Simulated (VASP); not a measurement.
# SiSeF2 (P4/mmm) in VASP: further runs

Runs on SiSeF2. Level: PBE. Tasks: single point, relaxation of cell and atoms.

All numbers are computed with VASP 6.6.1; they aren't measurements. Logs are shortened: lines on timing, memory, paths and dates and some standing lists are left out, and cuts for length are marked.

**1. The cell of the first run**

It takes space group P4/mmm (No. 123, tetragonal). Conventional cell: a = 4.854 Å, b = 4.854 Å, c = 2.572 Å, α = 90.00°, β = 90.00°, γ = 90.00°. Si (site symmetry 4/mmm) has 2 Si at 2.57 Å and 8 F at 2.75 Å within 3.4 Å. Within 3.2 Å of Se (site symmetry 4/mmm) lie 4 F at 2.43 Å and 2 Se at 2.57 Å. Within 3.2 Å of F (site symmetry mmm) lie 2 Se at 2.43 Å and 2 F at 2.57 Å and 4 Si at 2.75 Å.

The cell was generated, and may not be a known phase.

**2. Single point, PBE**

Contents of INCAR:

```
SYSTEM = SiSeF2
ALGO = Normal ; EDIFF = 1E-7
ENCUT = 520 ; GGA = PE
ISIF = 2 ; ISMEAR = 0
LASPH = .TRUE. ; LCHARG = .FALSE.
LREAL = .FALSE. ; LWAVE = .FALSE.
NBANDS = 20 ; NELM = 60
PREC = Accurate ; SIGMA = 0.1
```

Contents of KPOINTS:

```
k-points
0
G
  4 4 6
  0 0 0
```

Contents of POSCAR:

```
SiSeF2
1.0
    4.8541176310      0.0000000000      0.0000000000
    0.0000000000      4.8541176310      0.0000000000
    0.0000000000      0.0000000000      2.5718455918
Si Se F
1 1 2
Direct
    0.5000000000      0.5000000000      0.5000000000
    0.0000000000      0.0000000000      0.0000000000
    0.0000000000      0.5000000000      0.0000000000
    0.5000000000      0.0000000000      0.0000000000
```

Potentials or basis: VASP PAW PBE potentials, release 64 (Si, Se, F).

Run with:

```bash
> cat potpaw_PBE.64/Si/POTCAR potpaw_PBE.64/Se/POTCAR potpaw_PBE.64/F/POTCAR > POTCAR
> mpirun -np 1 vasp_std > vasp.out
```

OUTCAR:

```text
SYSTEM = SiSeF2
   EDIFF = 1E-7
   ENCUT = 520
   GGA = PE
   ISIF = 2
   ISMEAR = 0
   LASPH = .TRUE.
   LREAL = .FALSE.
   NELM = 60
   PREC = Accurate

 ion  position               nearest neighbor table
   1  0.500  0.500  0.500-
   2  0.000  0.000  0.000-
   3  0.000  0.500  0.000-
   4  0.500  0.000  0.000-

  LATTYP: Found a simple tetragonal cell.
 ALAT       =     4.8541176310
 C/A-ratio  =     0.5298276200

  Lattice vectors:

 A1 = (   4.8541176310,   0.0000000000,   0.0000000000)
 A2 = (   0.0000000000,   4.8541176310,   0.0000000000)
 A3 = (   0.0000000000,   0.0000000000,   2.5718455918)

Analysis of symmetry for initial positions (statically):
=====================================================================
 Subroutine PRICEL returns:
 Original cell was already a primitive cell.

 Routine SETGRP: Setting up the symmetry group for a
 simple tetragonal supercell.

 Subroutine GETGRP returns: Found 16 space group operations
 (whereof 16 operations were pure point group operations)
 out of a pool of 16 trial point group operations.

The static configuration has the point symmetry D_4h.

Analysis of symmetry for dynamics (positions and initial velocities):
=====================================================================
 Subroutine PRICEL returns:
 Original cell was already a primitive cell.

 Routine SETGRP: Setting up the symmetry group for a
 simple tetragonal supercell.

 Subroutine GETGRP returns: Found 16 space group operations
 (whereof 16 operations were pure point group operations)
 out of a pool of 16 trial point group operations.

The dynamic configuration has the point symmetry D_4h.

 Subroutine INISYM returns: Found 16 space group operations
 (whereof 16 operations are pure point group operations),
 and found     1 'primitive' translations

----------------------------------------------------------------------------------------

                                     Primitive cell

  volume of cell :      60.5990

  direct lattice vectors                    reciprocal lattice vectors
     4.854117631  0.000000000  0.000000000     0.206010665  0.000000000  0.000000000
     0.000000000  4.854117631  0.000000000     0.000000000  0.206010665  0.000000000
     0.000000000  0.000000000  2.571845592     0.000000000  0.000000000  0.388825831

  length of vectors
     4.854117631  4.854117631  2.571845592     0.206010665  0.206010665  0.388825831

  position of ions in fractional coordinates (direct lattice)
     0.500000000  0.500000000  0.500000000
     0.000000000  0.000000000  0.000000000
     0.000000000  0.500000000  0.000000000
     0.500000000  0.000000000  0.000000000

  ion indices of the primitive-cell ions
   primitive index   ion index
                 1           1
                 2           2
                 3           3
                 4           4

----------------------------------------------------------------------------------------

 KPOINTS: k-points

Automatic generation of k-mesh.
 Grid dimensions read from file:
 generate k-points for:    4    4    6

 Generating k-lattice:

  Cartesian coordinates                     Fractional coordinates (reciprocal lattice)
     0.051502666  0.000000000  0.000000000     0.250000000  0.000000000  0.000000000
     0.000000000  0.051502666  0.000000000     0.000000000  0.250000000  0.000000000
     0.000000000  0.000000000  0.064804305     0.000000000  0.000000000  0.166666667

  Length of vectors
     0.051502666  0.051502666  0.064804305

  Shift w.r.t. Gamma in fractional coordinates (k-lattice)
     0.000000000  0.000000000  0.000000000

 Subroutine IBZKPT returns following result:
 ===========================================

 Found     24 irreducible k-points:

 Following reciprocal coordinates:
            Coordinates               Weight
  0.000000  0.000000  0.000000      1.000000
  0.250000  0.000000  0.000000      4.000000
  0.500000  0.000000  0.000000      2.000000
  0.250000  0.250000  0.000000      4.000000
  0.500000  0.250000  0.000000      4.000000
  0.500000  0.500000  0.000000      1.000000
[... 16 lines left out ...]
  0.500000  0.250000  0.500000      4.000000
  0.500000  0.500000  0.500000      1.000000
   k-points           NKPTS =     24   k-points in BZ     NKDIM =     24   number of bands    NBANDS=     20
   number of dos      NEDOS =    301   number of ions     NIONS =      4
   total plane-waves  NPLWV =  25920
   dimension x,y,z NGX =    36 NGY =   36 NGZ =   20
   dimension x,y,z NGXF=    72 NGYF=   72 NGZF=   40
   ions per type =               1   1   2
   NGX,Y,Z   is equivalent  to a cutoff of  12.33, 12.33, 12.93 a.u.
   NGXF,Y,Z  is equivalent  to a cutoff of  24.66, 24.66, 25.86 a.u.
 SYSTEM =  SiSeF2
   PREC   = accura    normal or accurate (medium, high low for compatibility)
   ISTART =      0    job   : 0-new  1-cont  2-samecut
   ICHARG =      2    charge: 1-file 2-atom 10-const
   ISPIN  =      1    spin polarized calculation?
   LNONCOLLINEAR =      F non collinear calculations
   LSORBIT =      F    spin-orbit coupling
   LASPH  =      T    aspherical Exc in radial PAW
   ENCUT  =  520.0 eV  38.22 Ry    6.18 a.u.   9.03  9.03  4.78*2*pi/ulx,y,z
   NELM   =     60;   NELMIN=  2; NELMDL= -5     # of ELM steps
   EDIFF  = 0.1E-06   stopping-criterion for ELM
   LREAL  =      F    real-space projection
   EDIFFG = 0.1E-05   stopping-criterion for IOM
   NSW    =      0    number of steps for IOM
   IBRION =     -1    ionic relax: 0-MD 1-quasi-New 2-CG
   NFREE  =      0    steps in history (QN), initial steepest desc. (CG)
   ISIF   =      2    stress and relaxation
   ISYM   =      2    0-nonsym 1-usesym 2-fastsym
   POTIM  = 0.5000    time-step for ionic-motion
   TEBEG  =    0.0;   TEEND  =   0.0 temperature during run
   PSTRESS=    0.0 pullay stress
   NELECT =      24.0000    total number of electrons
   NUPDOWN=      -1.0000    fix difference up-down
   EMIN   =  10.00;   EMAX   =-10.00  energy-range for DOS
   EFERMI =   0.00;   METHOD = LEGACY
   ISMEAR =     0;   SIGMA  =   0.10  broadening in eV -4-tet -1-fermi 0-gaus
   EFERMI_NEDOS =   21; number of points for ismear=-14 and -15
   IALGO  =     38    algorithm
   IMIX   =      4    mixing-type and parameters
     AMIX     =   0.40;   BMIX     =  1.00
     AMIX_MAG =   1.60;   BMIX_MAG =  1.00
  volume/ion in A,a.u.               =      15.15       102.24
  Fermi-wavevector in a.u.,A,eV,Ry     =   1.202237  2.271898 19.665504  1.445374
  Thomas-Fermi vector in A             =   2.338024
   LORBIT       =      0    0 simple, 1 ext, 2 COOP (PROOUT), +10 PAW based schemes
   GGA     = PE    functional components
   LHFCALC =     F    Hartree Fock is set to
   AEXX    =    0.0000 exact exchange contribution
   IVDW    =     0    specifies the selected vdW correction
   LEPSILON=     F    determine dielectric tensor
   LRPA    =     F    only Hartree local field effects (RPA)
 non-spin polarized calculation
 Gauss-broadening in eV      SIGMA  =   0.10
  energy-cutoff  :      520.00
  volume of cell :       60.60
 maximum number of plane-waves:      1656
   NGX = 19   NGY = 19   NGZ =  9

 number of electron      23.9999993 magnetization

 Free energy of the ion-electron system (eV)
  ---------------------------------------------------
  ext. energy  EPLUGINS =         0.00000000
  ---------------------------------------------------
  free energy    TOTEN  =       -13.74335886 eV

  energy without entropy =      -13.72263964  energy(sigma->0) =      -13.73299925

 E-fermi :   4.5256     XC(G=0): -10.0715

 val. band max:        4.5186300957   @ k =   0.0000   0.0000   0.0000
 cond. band min:       4.5531685207   @ k =   0.5000   0.0000   0.5000
 fundamental gap:      0.0345384250
 Fermi energy:         4.5255671498

 k-point     1 :       0.0000    0.0000    0.0000
  band No.  band energies     occupation
      1     -18.9039      2.00000
      2     -18.6606      2.00000
      3     -10.1424      2.00000
      4      -4.5322      2.00000
      5      -2.8058      2.00000
      6      -2.8058      2.00000
[... 12 lines left out ...]
     19      14.0097      0.00000
     20      15.8624      0.00000

 k-point     2 :       0.2500    0.0000    0.0000
  band No.  band energies     occupation
      1     -18.8620      2.00000
      2     -18.6887      2.00000
      3     -10.2930      2.00000
      4      -4.9695      2.00000
      5      -2.6287      2.00000
      6      -1.7241      2.00000
[... 12 lines left out ...]
     19      13.9356      0.00000
     20      16.0885      0.00000

 k-point     3 :       0.5000    0.0000    0.0000
  band No.  band energies     occupation
      1     -18.7774      2.00000
      2     -18.7589      2.00000
      3     -10.4338      2.00000
      4      -5.2548      2.00000
      5      -2.3666      2.00000
      6      -1.4562      2.00000
[... 12 lines left out ...]
     19      14.9926      0.00000
     20      15.2817      0.00000

 k-point     4 :       0.2500    0.2500    0.0000
  band No.  band energies     occupation
      1     -18.8288      2.00000
      2     -18.7056      2.00000
      3     -10.4417      2.00000
      4      -5.2651      2.00000
      5      -1.9902      2.00000
      6      -1.4123      2.00000
[... 12 lines left out ...]
     19      14.5293      0.00000
     20      16.2016      0.00000

 k-point     5 :       0.5000    0.2500    0.0000
  band No.  band energies     occupation
      1     -18.7640      2.00000
      2     -18.7547      2.00000
      3     -10.5812      2.00000
      4      -5.4955      2.00000
      5      -1.6033      2.00000
      6      -0.8870      2.00000
[... 12 lines left out ...]
     19      15.7023      0.00000
     20      16.0858      0.00000
[... 353 lines left out ...]
      6      -1.1320      2.00000
[... 12 lines left out ...]
     19      12.0307      0.00000
     20      12.3141      0.00000

 k-point    22 :       0.2500    0.2500    0.5000
  band No.  band energies     occupation
      1     -18.3483      2.00000
      2     -18.2710      2.00000
      3      -7.0643      2.00000
      4      -2.7538      2.00000
      5      -1.2707      2.00000
      6      -1.0095      2.00000
[... 12 lines left out ...]
     19      12.2316      0.00000
     20      12.6160      0.00000

 k-point    23 :       0.5000    0.2500    0.5000
  band No.  band energies     occupation
      1     -18.3086      2.00000
      2     -18.3040      2.00000
      3      -7.2342      2.00000
      4      -2.3582      2.00000
      5      -1.5320      2.00000
      6      -1.4842      2.00000
[... 12 lines left out ...]
     19      11.8479      0.00000
     20      12.6800      0.00000

 k-point    24 :       0.5000    0.5000    0.5000
  band No.  band energies     occupation
      1     -18.3028      2.00000
      2     -18.3028      2.00000
      3      -7.3978      2.00000
      4      -2.0329      2.00000
      5      -1.7233      2.00000
      6      -1.1950      2.00000
[... 12 lines left out ...]
     19      13.2063      0.00000
     20      13.2063      0.00000

------------------------ aborting loop because EDIFF is reached ----------------------------------------

  FORCE on cell =-STRESS in cart. coord.  units (eV):
  Direction    XX          YY          ZZ          XY          YZ          ZX
  --------------------------------------------------------------------------------------
  -------------------------------------------------------------------------------------
  Total       -0.0174772     -0.0174772     -0.0659203      0.0000000     -0.0000000      0.0000000
  in kB       -0.4620794     -0.4620794     -1.7428680      0.0000000     -0.0000000      0.0000000
  external PRESSURE =      -0.8890090 kB  Pullay stress =       0.0000000 kB

 VOLUME and BASIS-vectors are now :
 -----------------------------------------------------------------------------
  energy-cutoff  :      520.00
  volume of cell :       60.60
      direct lattice vectors                 reciprocal lattice vectors
     4.854117631  0.000000000  0.000000000     0.206010665  0.000000000  0.000000000
     0.000000000  4.854117631  0.000000000     0.000000000  0.206010665  0.000000000
     0.000000000  0.000000000  2.571845592     0.000000000  0.000000000  0.388825831

 POSITION                                       TOTAL-FORCE (eV/Angst)
 -----------------------------------------------------------------------------------
      2.42706      2.42706      1.28592         0.000000      0.000000      0.000000
      0.00000      0.00000      0.00000         0.000000      0.000000      0.000000
      0.00000      2.42706      0.00000         0.000000      0.000000      0.000000
      2.42706      0.00000      0.00000         0.000000      0.000000      0.000000
 -----------------------------------------------------------------------------------
    total drift:                                0.000000     -0.000000     -0.000000

  FREE ENERGIE OF THE ION-ELECTRON SYSTEM (eV)
  ---------------------------------------------------
  free  energy   TOTEN  =       -13.7433588581 eV

  energy  without entropy=      -13.7226396380  energy(sigma->0) =      -13.73299925
```

Wall time 37 s (1 thread of Oxide Virtual Turin-like, shared host); peak memory 0.15 GiB.

What came out:

```
Free energy            : -13.7434 eV
Pressure               : -0.1 GPa
Band gap on the k mesh : zero (bands 12 and 13 overlap by 1.65 eV)
```

Levels at points of the mesh, in eV from the Fermi level:
| k point | band 8 | band 9 | band 10 | band 11 | band 12 | band 13 | band 14 | band 15 | band 16 | band 17 |
| --- | --- | --- | --- | --- | --- | --- | --- | --- | --- | --- |
| (0.00, 0.00, 0.00) | -5.41 | -3.09 | -2.98 | -0.01 | -0.01 | 1.68 | 1.68 | 4.93 | 5.20 | 7.50 |
| (0.50, 0.00, 0.00) | -4.11 | -3.03 | -3.02 | -2.61 | -0.63 | -0.14 | 1.13 | 4.86 | 8.91 | 8.99 |
| (0.50, 0.50, 0.00) | -3.57 | -3.57 | -3.41 | -3.02 | -3.02 | 0.24 | 0.24 | 4.79 | 7.95 | 8.07 |
| (0.00, 0.00, 0.50) | -5.15 | -4.50 | -4.50 | -3.65 | -2.73 | 1.76 | 1.76 | 1.89 | 1.89 | 7.63 |
| (0.50, 0.00, 0.50) | -4.95 | -4.69 | -3.98 | -3.39 | -2.23 | 0.03 | 1.77 | 2.09 | 3.18 | 5.84 |
| (0.50, 0.50, 0.50) | -4.46 | -4.45 | -4.21 | -3.52 | -1.51 | -0.33 | -0.33 | 2.90 | 2.90 | 7.09 |

Caveat: the k points lie up to 0.41 Å⁻¹ apart, too coarse for converged energies and pressures of a metal.

(Part 1 of 3 ends here.)

The gap in the log of VASP goes by the Fermi energy; the results here count the filled bands.